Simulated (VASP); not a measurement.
Write the native input for VASP 6.6.1 that does the following.

* Task: single point
* Functional: PBE
* Potentials or basis: VASP PAW PBE potentials, release 64 (Ga_d, N)
* Cutoff: 520 eV
* k mesh: 10 × 10 × 10
* Occupations: gaussian, width 0.05 eV
* Spin: no spin polarisation
* Dipole correction: no
* Further INCAR settings: ALGO = Normal; EDIFF = 1e-06; NBANDS = 16

The structure of GaN lies in POSCAR:

```
GaN
1.0
    0.0000000000      2.2742384928      2.2742384928
    2.2742384928      0.0000000000      2.2742384928
    2.2742384928      2.2742384928      0.0000000000
Ga N
1 1
Direct
   -0.0013250257      0.0013250257     -0.0013250257
    0.7565956143      0.7434043857      0.7565956143
```

This cell differs from its parent crystal: atoms displaced along a vibrational mode.

The input as run:

INCAR

```
  ALGO = Normal
  EDIFF = 1E-6
  ENCUT = 520
  GGA = PE
  ISIF = 2
  ISMEAR = 0
  LASPH = True
  LCHARG = False
  LREAL = False
  LWAVE = False
  NBANDS = 16
  NELM = 80
  PREC = Accurate
  SIGMA = 0.05
```

KPOINTS

```
k-points
0
Gamma
  10 10 10
```

Potentials or basis: VASP PAW PBE potentials, release 64 (Ga_d, N).

Run with:

```sh
$ cat potpaw_PBE.64/Ga_d/POTCAR potpaw_PBE.64/N/POTCAR > POTCAR
$ mpirun -np 1 vasp_std > vasp.out
```

It gave:

The pressure is 0.2 GPa, the largest force is 0.406 eV/Å and the band gap on the k mesh is 1.48 eV.

Caveat: the cell differs from its parent crystal (atoms displaced along a vibrational mode).

Run time: 23 s on 1 thread of Intel(R) Xeon(R) Platinum 8488C (Sapphire Rapids), with other jobs on the host, peak memory 0.18 GiB.
